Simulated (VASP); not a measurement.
Here is a VASP 6.6.1 calculation.

The input INCAR:

```
SYSTEM = Ti5Si
PREC     = Accurate       ! precision mode
ENCUT    = 520            ! plane-wave cutoff, eV
EDIFF    = 1E-6           ! SCF threshold, eV
ISMEAR   = 1              ! smearing method
SIGMA    = 0.2            ! smearing width, eV
LREAL    = .False.        ! projectors in reciprocal space
LASPH    = .True.         ! aspherical terms in the spheres
NELM     = 60             ! most SCF steps
ALGO     = Fast           ! electronic algorithm
ISIF     = 2              ! what is computed and relaxed
LWAVE    = .False.        ! write WAVECAR
LCHARG   = .False.        ! write CHGCAR
GGA      = PS             ! functional
NBANDS   = 41             ! bands
```

The input KPOINTS:

```
regular mesh
0
Gamma
  12 12 12
  0 0 0
```

The input POSCAR:

```
Ti5Si
1.0
    2.5228393509      1.4565619783      4.4409048145
   -2.5228393509      1.4565619783      4.4409048145
    0.0000000000     -2.9131239567      4.4409048145
Ti Si
5 1
Direct
    0.1514396700      0.1514396700      0.1514396700
    0.6053500000      0.3946500000      0.0000000000
    0.0000000000      0.6053500000      0.3946500000
    0.8485603300      0.8485603300      0.8485603300
    0.3946500000      0.0000000000      0.6053500000
    0.5000000000      0.5000000000      0.5000000000
```

Potentials or basis: VASP PAW PBE potentials, release 64 (Ti_sv, Si).

Run with:

```console
$ cat potpaw_PBE.64/Ti_sv/POTCAR potpaw_PBE.64/Si/POTCAR > POTCAR
$ mpirun -np 1 vasp_std > vasp.out
```

(1) What does it give for the band gap on the k mesh?

(2) Predict the pressure.

## Answers

(1) zero (band 32 reaches 9.02 eV, above the bottom of band 33 at 8.43 eV).

(2) -4.5 GPa.

Caveat: the PAW data sets were made with another functional, which shifts forces and pressure a little.
